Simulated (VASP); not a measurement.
# WS2 (P6_3/mmc) in VASP: a series of runs

WS2 is run at these levels: PBEsol+D3(BJ); tasks: single point.

Program: VASP 6.6.1. These are calculated values, not measurements. Logs are shortened: lines on timing, memory, paths and dates and some standing lists are left out, and cuts for length are marked.

### 1 The cell of the first run

The structure is hexagonal, space group P6_3/mmc (No. 194). The conventional cell has a = 3.288 Å, b = 3.288 Å, c = 10.563 Å, α = 90.00°, β = 90.00°, γ = 120.00°. W (site symmetry -6m2) has 6 S at 2.37 Å within 3.1 Å. S (site symmetry 3m) has 3 W at 2.37 Å and 10 S at 2.82 to 3.29 Å within 3.3 Å.

### 2 Single point, PBEsol+D3(BJ)

Input file INCAR:

```
  PREC = Accurate
  ENCUT = 520
  EDIFF = 1E-6
  ISMEAR = 0
  SIGMA = 0.05
  LREAL = F
  LASPH = T
  NELM = 100
  ALGO = Normal
  ISIF = 2
  LWAVE = F
  LCHARG = F
  GGA = PS
  IVDW = 12
  NBANDS = 35
```

Input file KPOINTS:

```
regular mesh
0
Gamma
  12 12 4
```

Input file POSCAR:

```
WS2
1.0
    3.2881155250      0.0000000000      0.0000000000
   -1.6440577625      2.8475915753      0.0000000000
    0.0000000000      0.0000000000     10.5634383979
W S
2 4
Direct
    0.3333333333      0.6666666667      0.2500000000
    0.6666666667      0.3333333333      0.7500000000
    0.3333333333      0.6666666667      0.6164531912
    0.6666666667      0.3333333333      0.1164531912
    0.3333333333      0.6666666667      0.8835468088
    0.6666666667      0.3333333333      0.3835468088
```

Potentials or basis: VASP PAW PBE potentials, release 64 (W_sv, S).

Started as:

```
$ cat potpaw_PBE.64/W_sv/POTCAR potpaw_PBE.64/S/POTCAR > POTCAR
$ mpirun -np 1 vasp_std > vasp.out
```

OUTCAR:

```text
PREC = Accurate
   ENCUT = 520
   EDIFF = 1E-6
   ISMEAR = 0
   LREAL = F
   LASPH = T
   NELM = 100
   ISIF = 2
   GGA = PS
   IVDW = 12
 IVDW          = 12

 ion  position               nearest neighbor table
   1  0.333  0.667  0.250-   4 2.37   6 2.37   4 2.37   6 2.37   4 2.37   6 2.37
   2  0.667  0.333  0.750-   3 2.37   5 2.37   3 2.37   5 2.37   3 2.37   5 2.37
   3  0.333  0.667  0.616-   2 2.37   2 2.37   2 2.37
   4  0.667  0.333  0.116-   1 2.37   1 2.37   1 2.37
   5  0.333  0.667  0.884-   2 2.37   2 2.37   2 2.37
   6  0.667  0.333  0.384-   1 2.37   1 2.37   1 2.37

  LATTYP: Found a hexagonal cell.
 ALAT       =     3.2881155250
 C/A-ratio  =     3.2126116974

  Lattice vectors:

 A1 = (   3.2881155250,   0.0000000000,   0.0000000000)
 A2 = (  -1.6440577625,   2.8475915753,   0.0000000000)
 A3 = (   0.0000000000,   0.0000000000,  10.5634383979)

Analysis of symmetry for initial positions (statically):
=====================================================================
 Subroutine PRICEL returns:
 Original cell was already a primitive cell.

 Routine SETGRP: Setting up the symmetry group for a
 hexagonal supercell.

 Subroutine GETGRP returns: Found 24 space group operations
 (whereof 12 operations were pure point group operations)
 out of a pool of 24 trial point group operations.

The static configuration has the point symmetry D_3d.
 The point group associated with its full space group is D_6h.

Analysis of symmetry for dynamics (positions and initial velocities):
=====================================================================
 Subroutine PRICEL returns:
 Original cell was already a primitive cell.

 Routine SETGRP: Setting up the symmetry group for a
 hexagonal supercell.

 Subroutine GETGRP returns: Found 24 space group operations
 (whereof 12 operations were pure point group operations)
 out of a pool of 24 trial point group operations.

The dynamic configuration has the point symmetry D_3d.
 The point group associated with its full space group is D_6h.

 Subroutine INISYM returns: Found 24 space group operations
 (whereof 12 operations are pure point group operations),
 and found     1 'primitive' translations

----------------------------------------------------------------------------------------

                                     Primitive cell

  volume of cell :      98.9077

  direct lattice vectors                    reciprocal lattice vectors
     3.288115525  0.000000000  0.000000000     0.304125567  0.175586978  0.000000000
    -1.644057762  2.847591575  0.000000000     0.000000000  0.351173957  0.000000000
     0.000000000  0.000000000 10.563438398     0.000000000  0.000000000  0.094666146

  length of vectors
     3.288115525  3.288115525 10.563438398     0.351173957  0.351173957  0.094666146

  position of ions in fractional coordinates (direct lattice)
     0.333333333  0.666666667  0.250000000
     0.666666667  0.333333333  0.750000000
     0.333333333  0.666666667  0.616453191
     0.666666667  0.333333333  0.116453191
     0.333333333  0.666666667  0.883546809
     0.666666667  0.333333333  0.383546809

  ion indices of the primitive-cell ions
   primitive index   ion index
                 1           1
                 2           2
                 3           3
                 4           4
                 5           5
                 6           6

----------------------------------------------------------------------------------------

 KPOINTS: regular mesh

Automatic generation of k-mesh.
 Grid dimensions read from file:
 generate k-points for:   12   12    4

 Generating k-lattice:

  Cartesian coordinates                     Fractional coordinates (reciprocal lattice)
     0.025343797  0.014632248  0.000000000     0.083333333  0.000000000  0.000000000
     0.000000000  0.029264496  0.000000000     0.000000000  0.083333333  0.000000000
     0.000000000  0.000000000  0.023666536     0.000000000  0.000000000  0.250000000

  Length of vectors
     0.029264496  0.029264496  0.023666536

  Shift w.r.t. Gamma in fractional coordinates (k-lattice)
     0.000000000  0.000000000  0.000000000

 Subroutine IBZKPT returns following result:
 ===========================================

 Found     57 irreducible k-points:

 Following reciprocal coordinates:
            Coordinates               Weight
  0.000000  0.000000  0.000000      1.000000
  0.083333  0.000000  0.000000      6.000000
  0.166667  0.000000  0.000000      6.000000
  0.250000 -0.000000  0.000000      6.000000
  0.333333 -0.000000  0.000000      6.000000
  0.416667  0.000000  0.000000      6.000000
[... 16 lines left out ...]
  0.250000 -0.000000  0.250000     12.000000
  0.333333 -0.000000  0.250000     12.000000
 [... further k-points ...]
   k-points           NKPTS =     57   k-points in BZ     NKDIM =     57   number of bands    NBANDS=     35
   number of dos      NEDOS =    301   number of ions     NIONS =      6
   total plane-waves  NPLWV =  46080
   dimension x,y,z NGX =    24 NGY =   24 NGZ =   80
   dimension x,y,z NGXF=    48 NGYF=   48 NGZF=  160
   ions per type =               2   4
   NGX,Y,Z   is equivalent  to a cutoff of  12.13, 12.13, 12.59 a.u.
   NGXF,Y,Z  is equivalent  to a cutoff of  24.27, 24.27, 25.18 a.u.
 SYSTEM =  unknown system
   PREC   = accura    normal or accurate (medium, high low for compatibility)
   ISTART =      0    job   : 0-new  1-cont  2-samecut
   ICHARG =      2    charge: 1-file 2-atom 10-const
   ISPIN  =      1    spin polarized calculation?
   LNONCOLLINEAR =      F non collinear calculations
   LSORBIT =      F    spin-orbit coupling
   LASPH  =      T    aspherical Exc in radial PAW
   ENCUT  =  520.0 eV  38.22 Ry    6.18 a.u.   6.11  6.11 19.64*2*pi/ulx,y,z
   NELM   =    100;   NELMIN=  2; NELMDL= -5     # of ELM steps
   EDIFF  = 0.1E-05   stopping-criterion for ELM
   LREAL  =      F    real-space projection
   EDIFFG = 0.1E-04   stopping-criterion for IOM
   NSW    =      0    number of steps for IOM
   IBRION =     -1    ionic relax: 0-MD 1-quasi-New 2-CG
   NFREE  =      0    steps in history (QN), initial steepest desc. (CG)
   ISIF   =      2    stress and relaxation
   ISYM   =      2    0-nonsym 1-usesym 2-fastsym
   POTIM  = 0.5000    time-step for ionic-motion
   TEBEG  =    0.0;   TEEND  =   0.0 temperature during run
   PSTRESS=    0.0 pullay stress
   NELECT =      52.0000    total number of electrons
   NUPDOWN=      -1.0000    fix difference up-down
   EMIN   =  10.00;   EMAX   =-10.00  energy-range for DOS
   EFERMI =   0.00;   METHOD = LEGACY
   ISMEAR =     0;   SIGMA  =   0.05  broadening in eV -4-tet -1-fermi 0-gaus
   EFERMI_NEDOS =   21; number of points for ismear=-14 and -15
   IALGO  =     38    algorithm
   IMIX   =      4    mixing-type and parameters
     AMIX     =   0.40;   BMIX     =  1.00
     AMIX_MAG =   1.60;   BMIX_MAG =  1.00
  volume/ion in A,a.u.               =      16.48       111.24
  Fermi-wavevector in a.u.,A,eV,Ry     =   1.321293  2.496882 23.753271  1.745816
  Thomas-Fermi vector in A             =   2.451058
   LORBIT       =      0    0 simple, 1 ext, 2 COOP (PROOUT), +10 PAW based schemes
   GGA     = PS    functional components
   LHFCALC =     F    Hartree Fock is set to
   AEXX    =    0.0000 exact exchange contribution
   IVDW    =    12    specifies the selected vdW correction
   LEPSILON=     F    determine dielectric tensor
   LRPA    =     F    only Hartree local field effects (RPA)
 non-spin polarized calculation
 Gauss-broadening in eV      SIGMA  =   0.05
  energy-cutoff  :      520.00
  volume of cell :       98.91
 maximum number of plane-waves:      2700
   NGX = 13   NGY = 13   NGZ = 39

 number of electron      51.9999982 magnetization

 Free energy of the ion-electron system (eV)
  ---------------------------------------------------
  ext. energy  EPLUGINS =         0.00000000
  ---------------------------------------------------
  free energy    TOTEN  =       -49.27714732 eV

  energy without entropy =      -49.27594215  energy(sigma->0) =      -49.27654474

 E-fermi :   8.7477     XC(G=0): -11.5867

 val. band max:        8.7350015537   @ k =   0.0833   0.0000   0.2500
 cond. band min:       8.8470154771   @ k =   0.0000   0.0000   0.0000
 fundamental gap:      0.1120139234
 Fermi energy:         8.7477456502

 k-point     1 :       0.0000    0.0000    0.0000
  band No.  band energies     occupation
      1     -66.1718      2.00000
      2     -66.1718      2.00000
      3     -30.3943      2.00000
      4     -30.3943      2.00000
      5     -30.3943      2.00000
      6     -30.3943      2.00000
[... 27 lines left out ...]
     34      11.3902      0.00000
     35      12.2659      0.00000

 k-point     2 :       0.0833    0.0000    0.0000
  band No.  band energies     occupation
      1     -66.1710      2.00000
      2     -66.1710      2.00000
      3     -30.4123      2.00000
      4     -30.4123      2.00000
      5     -30.3985      2.00000
      6     -30.3985      2.00000
[... 27 lines left out ...]
     34      11.2905      0.00000
     35      12.7718      0.00000

 k-point     3 :       0.1667    0.0000    0.0000
  band No.  band energies     occupation
      1     -66.1690      2.00000
      2     -66.1690      2.00000
      3     -30.4612      2.00000
      4     -30.4612      2.00000
      5     -30.4098      2.00000
      6     -30.4098      2.00000
[... 27 lines left out ...]
     34      11.2990      0.00000
     35      14.0050      0.00000

 k-point     4 :       0.2500   -0.0000    0.0000
  band No.  band energies     occupation
      1     -66.1662      2.00000
      2     -66.1662      2.00000
      3     -30.5272      2.00000
      4     -30.5271      2.00000
      5     -30.4251      2.00000
      6     -30.4251      2.00000
[... 27 lines left out ...]
     34      12.0927      0.00000
     35      14.9880      0.00000

 k-point     5 :       0.3333   -0.0000    0.0000
  band No.  band energies     occupation
      1     -66.1634      2.00000
      2     -66.1634      2.00000
      3     -30.5923      2.00000
      4     -30.5923      2.00000
      5     -30.4405      2.00000
      6     -30.4404      2.00000
[... 638 lines left out ...]
 k-point    22 :       0.1667    0.0000    0.2500
  band No.  band energies     occupation
      1     -66.1690      2.00000
      2     -66.1690      2.00000
      3     -30.4612      2.00000
      4     -30.4612      2.00000
      5     -30.4098      2.00000
      6     -30.4097      2.00000
[... 27 lines left out ...]
     34      11.3081      0.00000
     35      14.0243      0.00000

 k-point    23 :       0.2500   -0.0000    0.2500
  band No.  band energies     occupation
      1     -66.1662      2.00000
      2     -66.1662      2.00000
      3     -30.5272      2.00000
      4     -30.5271      2.00000
      5     -30.4251      2.00000
      6     -30.4251      2.00000
[... 27 lines left out ...]
     34      12.0480      0.00000
     35      14.9350      0.00000

 k-point    24 :       0.3333   -0.0000    0.2500
  band No.  band energies     occupation
      1     -66.1634      2.00000
      2     -66.1634      2.00000
      3     -30.5923      2.00000
      4     -30.5923      2.00000
      5     -30.4405      2.00000
      6     -30.4404      2.00000
[... 27 lines left out ...]
     34      12.6996      0.00000
     35      13.8112      0.00000

 [... further k-points ...]

------------------------ aborting loop because EDIFF is reached ----------------------------------------

 Edisp (eV)   -2.50714

 E8    (eV) :    -1.6291

  FORCE on cell =-STRESS in cart. coord.  units (eV):
  Direction    XX          YY          ZZ          XY          YZ          ZX
  --------------------------------------------------------------------------------------
  -------------------------------------------------------------------------------------
  Total      -4.71671    -4.71671    15.96826     0.00000     0.00000     0.00000
  in kB     -76.40457   -76.40457   258.66528     0.00000     0.00000     0.00000
  external pressure =       35.29 kB  Pullay stress =        0.00 kB

 VOLUME and BASIS-vectors are now :
 -----------------------------------------------------------------------------
  energy-cutoff  :      520.00
  volume of cell :       98.91
      direct lattice vectors                 reciprocal lattice vectors
     3.288115525  0.000000000  0.000000000     0.304125567  0.175586978  0.000000000
    -1.644057762  2.847591575  0.000000000     0.000000000  0.351173957  0.000000000
     0.000000000  0.000000000 10.563438398     0.000000000  0.000000000  0.094666146

 POSITION                                       TOTAL-FORCE (eV/Angst)
 -----------------------------------------------------------------------------------
     -0.00000      1.89839      2.64086         0.000000     -0.000000      0.000000
      1.64406      0.94920      7.92258        -0.000000      0.000000      0.000000
     -0.00000      1.89839      6.51187        -0.000000     -0.000000     -1.744636
      1.64406      0.94920      1.23015         0.000000      0.000000     -1.744636
     -0.00000      1.89839      9.33329         0.000000     -0.000000      1.744636
      1.64406      0.94920      4.05157         0.000000     -0.000000      1.744636
 -----------------------------------------------------------------------------------
    total drift:                               -0.000000      0.000000     -0.000000

  FREE ENERGIE OF THE ION-ELECTRON SYSTEM (eV)
  ---------------------------------------------------
  free  energy   TOTEN  =       -51.7842907685 eV

  energy  without entropy=      -51.7830856026  energy(sigma->0) =      -51.78368819
```

It took 2.7 min on 1 thread of Intel Xeon Platinum 8259CL at 2.50GHz (Skylake/Cascade Lake), shared host; peak memory 0.31 GiB.

Results:

* Free energy: -51.7843 eV
* Pressure: 3.5 GPa
* Largest force: 1.745 eV/Å
* Band gap on the k mesh: zero (bands 26 and 27 overlap by 0.52 eV)
* Dispersion energy per atom: -0.418 eV

Forces on the atoms (eV/Å):
```
W    0.000  0.000  0.000
W    0.000  0.000  0.000
S    0.000  0.000 -1.745
S    0.000  0.000 -1.745
S    0.000  0.000  1.745
S    0.000  0.000  1.745
```

Levels at points of the mesh, in eV from the Fermi level:
```tsv
k point	band 23	band 24	band 25	band 26	band 27	band 28	band 29	band 30
(0.00, 0.00, 0.00)	-3.24	-0.42	0.10	0.39	1.60	1.60	1.68	1.68
(0.50, 0.00, 0.00)	-2.75	-2.37	-2.13	-1.46	1.17	1.36	1.60	1.61
(0.00, 0.00, 0.50)	-2.09	-2.09	0.43	0.43	1.61	1.61	1.61	1.61
(0.50, 0.00, 0.50)	-2.75	-2.75	-1.66	-1.66	1.24	1.24	1.61	1.61
```

Caveat: the cell stands under pressure; the PAW data sets were made with another functional, which shifts forces and pressure a little; spin-orbit coupling is left out, which moves the levels of the heavy elements.

### 3 Single point, PBEsol+D3(BJ)

This run uses another cell than the first one, of the same volume but with other edges.

Input file INCAR:

```
  PREC = Accurate
  ENCUT = 520
  EDIFF = 1E-6
  ISMEAR = 0
  SIGMA = 0.05
  LREAL = False
  LASPH = True
  NELM = 80
  ALGO = Normal
  ISIF = 2
  LWAVE = False
  LCHARG = False
  GGA = PS
  IVDW = 12
  NBANDS = 35
```

KPOINTS is that of step 2.

POSCAR, as its differences from that of step 2:

```diff
@@ -2,5 +2,5 @@
 1.0
-    3.2881155250      0.0000000000      0.0000000000
-   -1.6440577625      2.8475915753      0.0000000000
-    0.0000000000      0.0000000000     10.5634383979
+    3.3552383771      0.0000000000      0.0000000000
+   -1.6776191885      2.9057216704      0.0000000000
+    0.0000000000      0.0000000000     10.1450146425
 W S
```

Potentials or basis: VASP PAW PBE potentials, release 64 (W_sv, S).

Started as:

```
$ cat potpaw_PBE.64/W_sv/POTCAR potpaw_PBE.64/S/POTCAR > POTCAR
$ mpirun -np 1 vasp_std > vasp.out
```

Wall time 3.8 min (1 thread of Intel Xeon Platinum 8259CL at 2.50GHz (Skylake/Cascade Lake), shared host); peak memory 0.34 GiB.

The run converged. Its results:

| Item | Value |
| --- | --- |
| Free energy | -50.8109 eV |
| Pressure | 5.0 GPa |
| Largest force | 2.141 eV/Å |
| Band gap on the k mesh | zero (bands 26 and 27 overlap by 1.04 eV) |
| Dispersion energy per atom | -0.418 eV |

Forces on the atoms (eV/Å):
```
W    0.000  0.000  0.000
W    0.000  0.000  0.000
S    0.000  0.000 -2.141
S    0.000  0.000 -2.141
S    0.000  0.000  2.141
S    0.000  0.000  2.141
```

Stress tensor (GPa, compression positive):
```
-9.57  0.00  0.00
 0.00 -9.57  0.00
 0.00  0.00 34.13
```

Levels at points of the mesh, in eV from the Fermi level:
```
           k point  band 23  band 24  band 25  band 26  band 27  band 28  band 29  band 30
(0.00, 0.00, 0.00)    -3.35     0.11     0.33     0.64     1.47     1.47     1.62     1.62
(0.50, 0.00, 0.00)    -2.43    -2.42    -1.69    -1.25     0.90     1.14     1.15     1.16
(0.00, 0.00, 0.50)    -1.50    -1.50     0.54     0.54     1.50     1.50     1.50     1.50
(0.50, 0.00, 0.50)    -2.61    -2.61    -1.34    -1.34     1.00     1.00     1.15     1.15
```

Caveat: the cell stands under pressure; the PAW data sets were made with another functional, which shifts forces and pressure a little; spin-orbit coupling is left out, which moves the levels of the heavy elements.
